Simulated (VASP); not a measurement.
Write the native input for VASP 6.6.1 that does the following.

* Task: relaxation of cell and atoms
* Functional: PBE
* Potentials or basis: VASP PAW PBE potentials, release 64 (Al, Si, Zn)
* Cutoff: 600 eV
* k mesh: 2 × 2 × 2, shifted
* Occupations: gaussian, width 0.1 eV
* Spin: no spin polarisation
* Dipole correction: no
* Further INCAR settings: LREAL = Auto; ALGO = Normal; EDIFF = 1e-06; ISYM = 0; IBRION = 2; EDIFFG = -0.04; NSW = 70; ISIF = 3

The structure of Al3Zn4Si9 lies in POSCAR:

```
Al3Zn4Si9
1.0
    6.2979249200      0.0000000000      0.0000000000
    0.0000000000      6.2979249200      0.0000000000
    0.0000000000      0.0000000000      6.2979249200
Al Si Zn
3 9 4
Direct
    0.5000808564      0.5050580931      0.5014437181
    0.7503033082      0.2540040290      0.7507423250
    0.7521196931      0.7445121260      0.7498888816
    0.0000163099      0.0021511977      0.9984961246
    0.0056323728      0.4995978464      0.0046841184
    0.9962174872      0.0002607391      0.5059073815
    0.2520353857      0.2492615551      0.2532469675
    0.5004910657      0.9963296564      0.4999218179
    0.9979363865      0.5048700771      0.4995962270
    0.2561959200      0.7511299414      0.2499478021
    0.2543229392      0.2547440511      0.7504810507
    0.7488519297      0.7514463583      0.2547665857
    0.4980739350      0.0004123843      0.9966599421
    0.4968935529      0.4981154848      0.0082273295
    0.7519983248      0.2511971690      0.2513081506
    0.2487619920      0.7420707788      0.7515845216
```

The input as run:

INCAR

```
SYSTEM = Al3Zn4Si9
PREC     = Accurate       ! precision mode
ENCUT    = 600            ! plane-wave cutoff, eV
EDIFF    = 1E-6           ! SCF threshold, eV
ISMEAR   = 0              ! smearing method
SIGMA    = 0.1            ! smearing width, eV
LREAL    = Auto         
LASPH    = .True.         ! aspherical terms in the spheres
NELM     = 60             ! most SCF steps
ALGO     = Normal         ! electronic algorithm
ISIF     = 3              ! what is computed and relaxed
LWAVE    = .False.        ! write WAVECAR
LCHARG   = .False.        ! write CHGCAR
GGA      = PE             ! functional
IBRION   = 2              ! ionic algorithm
NSW      = 70             ! ionic steps
EDIFFG   = -0.04          ! ionic threshold
ISYM     = 0
```

KPOINTS

```
Automatic mesh
0
Gamma
  2 2 2
  0.5 0.5 0.5
```

Potentials or basis: VASP PAW PBE potentials, release 64 (Al, Si, Zn).

Run with:

```console
$ cat potpaw_PBE.64/Al/POTCAR potpaw_PBE.64/Si/POTCAR potpaw_PBE.64/Zn/POTCAR > POTCAR
$ mpirun -np 1 vasp_std > vasp.out
```

Results of the run:

* Relaxed volume: 16.82 Å³/atom
* Relaxed cell: a = 6.357 Å, b = 6.375 Å, c = 6.689 Å, α = 89.99°, β = 96.82°, γ = 90.40°
* Space group after relaxing (to 0.05 Å): P1 (No. 1)
* Energy gained by relaxing: 170.0 meV/atom
* Ionic steps: 55
* Pressure after relaxing: 0.0 GPa
* Largest force after relaxing: 0.033 eV/Å

Caveat: the k points lie up to 0.50 Å⁻¹ apart in the final cell.

Run time: 29 min on 1 thread of Intel(R) Xeon(R) 6975P-C (Granite Rapids) (shared host), peak memory 0.39 GiB.
